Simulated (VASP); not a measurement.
Wanted: the native input for a VASP 6.6.1 run.

| Property | Result |
| --- | --- |
| Task | single point |
| Functional | PBE |
| Potentials or basis | VASP PAW PBE potentials, release 64 (Sm_3, B, Rh_pv), 4f in core |
| Cutoff | 500 eV |
| k mesh | 8 × 8 × 8 |
| Occupations | gaussian, width 0.1 eV |
| Spin | no spin polarisation |
| Dipole correction | no |
| Mended | yes |
| Further INCAR settings | ALGO = Normal; EDIFF = 1e-06; NBANDS = 34 |

The structure of Sm3BRh lies in POSCAR:

```
Sm3BRh
1.0
    5.0078655537      0.0000000000      0.0000000000
    0.0000000000      5.0078655537      0.0000000000
    0.0000000000      0.0000000000      5.0078655537
Sm B Rh
3 1 1
Direct
    0.5000000000      0.5000000000      0.0000000000
    0.0000000000      0.5000000000      0.5000000000
    0.5000000000      0.0000000000      0.5000000000
    0.5000000000      0.5000000000      0.5000000000
    0.0000000000      0.0000000000      0.0000000000
```

The cell was built from a structure type or drawn by symmetry, and may not be a known phase.

The input as run:

INCAR

```
SYSTEM = Sm3BRh
PREC = Accurate ; ENCUT = 500
EDIFF = 1E-6 ; ISMEAR = 0
SIGMA = 0.1 ; LREAL = .False.
LASPH = .True. ; NELM = 200
ALGO = Normal ; ISIF = 2
LWAVE = .False. ; LCHARG = .True.
GGA = PE ; LELF = .True.
LVHAR = .True. ; NBANDS = 34
GGA_COMPAT = .False. ; LMAXMIX = 6
```

KPOINTS

```
Automatic mesh
0
Gamma
  8 8 8
  0 0 0
```

Potentials or basis: VASP PAW PBE potentials, release 64 (Sm_3, B, Rh_pv), 4f in core.

Launch:

```sh
$ cat potpaw_PBE.64/Sm_3/POTCAR potpaw_PBE.64/B/POTCAR potpaw_PBE.64/Rh_pv/POTCAR > POTCAR
$ mpirun -np 1 vasp_std > vasp.out
```

It gave:

```yaml
Pressure: 0.5 GPa
Band_gap_on_the_k_mesh: zero (an odd number of electrons rules out a gap without spin polarisation)
```

Caveat: spin-orbit coupling is left out, which moves the levels of the heavy elements; the 4f electrons are frozen in the core, so they carry no moment and show no levels.

Run time: 77 s on 1 thread of Intel(R) Xeon(R) 6975P-C (Granite Rapids), with other jobs on the host, peak memory 0.31 GiB.
